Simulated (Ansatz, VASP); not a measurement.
## As: VASP beside Ansatz

The input POSCAR:

```
As
1.0
    2.9794804000     -0.1006165900      0.3237709600
   -0.1006165900      2.5830128800      0.2618843200
    0.3237709600      0.2618843200      2.5485519600
As
1
Direct
    0.5000000000      0.5000000000      0.5000000000
```

Contents of INCAR.step1:

```
PREC     = Accurate       # precision mode
ENCUT    = 520            # plane-wave cutoff, eV
EDIFF    = 1E-5           # SCF threshold, eV
ISMEAR   = -1             # smearing method
SIGMA    = 0.05           # smearing width, eV
LREAL    = F              # projectors in reciprocal space
LASPH    = T              # aspherical terms in the spheres
NELM     = 60             # most SCF steps
ALGO     = Normal         # electronic algorithm
ISIF     = 2              # what is computed and relaxed
LWAVE    = T              # write WAVECAR
NBANDS   = 8              # bands
GGA      = PE             # functional
```

The input INCAR.step2:

```
PREC     = Accurate       # precision mode
ENCUT    = 520            # plane-wave cutoff, eV
EDIFF    = 1E-7           # SCF threshold, eV
ISMEAR   = -1             # smearing method
SIGMA    = 0.05           # smearing width, eV
LREAL    = F              # projectors in reciprocal space
LASPH    = T              # aspherical terms in the spheres
NELM     = 60             # most SCF steps
ALGO     = Normal         # electronic algorithm
ISIF     = 2              # what is computed and relaxed
LWAVE    = F              # write WAVECAR
LCHARG   = T              # write CHGCAR
GGA      = PE             # functional
LHFCALC  = T              # exact exchange
AEXX     = 1.0            # exact-exchange fraction
ALDAC    = 0.0          
AGGAC    = 0.0          
PRECFOCK = Normal       
LELF     = T              # ELF
LVHAR    = T            
NBANDS   = 8              # bands
ISTART   = 1
```

File KPOINTS:

```
regular mesh
0
Gamma
  5 5 6
```

input

```
crystal:
  lattice:
    - [2.9794804, -0.10061659, 0.32377096]
    - [-0.10061659, 2.58301288, 0.26188432]
    - [0.32377096, 0.26188432, 2.54855196]
  atoms:
    - { symbol: As, position: [0.5, 0.5, 0.5] }
hamiltonian:
  xc: hf
  pseudopotentials: { kind: paw }
kpoints:
  mp_grid: { grid: [5, 5, 6] }
scf:
  occupations: { method: fermi_dirac, width: 0.05 }
output:
  forces: true
  stress: true
  eigenvalues: true
```

Change from the starting cell: cell sheared at random, sigma 0.1, atoms nudged by 0.01 Å.

Alike in both runs: task single point; functional HF; k mesh 5 × 5 × 6; occupations fermi-dirac, width 0.05 eV; no spin polarisation.

```csv
,VASP,Ansatz
version,VASP 6.6.1,Ansatz 0.2.0
potentials or method,"VASP PAW PBE potentials, release 64 (As)",Ansatz PAW
plane-wave cutoff (eV),520,420
valence electrons in the cell,5,15
```

```csv
,VASP,Ansatz,Ansatz less VASP
pressure (GPa),5.2,9.2,+4.01
"traceless stress, the component that is largest in VASP (GPa)",-13.28,-10.63,+2.648
```

VASP's potentials were made for PBE, not for HF. The functional is the same, so the differences come from potentials, cutoffs and numerics. VASP's potentials hold 5 valence electrons a cell and Ansatz's 15, so a difference there can come from the potentials and not from the codes.

The k mesh is coarse, so the values compare programs but aren't converged. Noted on Ansatz's run: odd divisions of the mesh miss points on the zone boundary, where band edges often lie, so the gap on the mesh can be too wide.
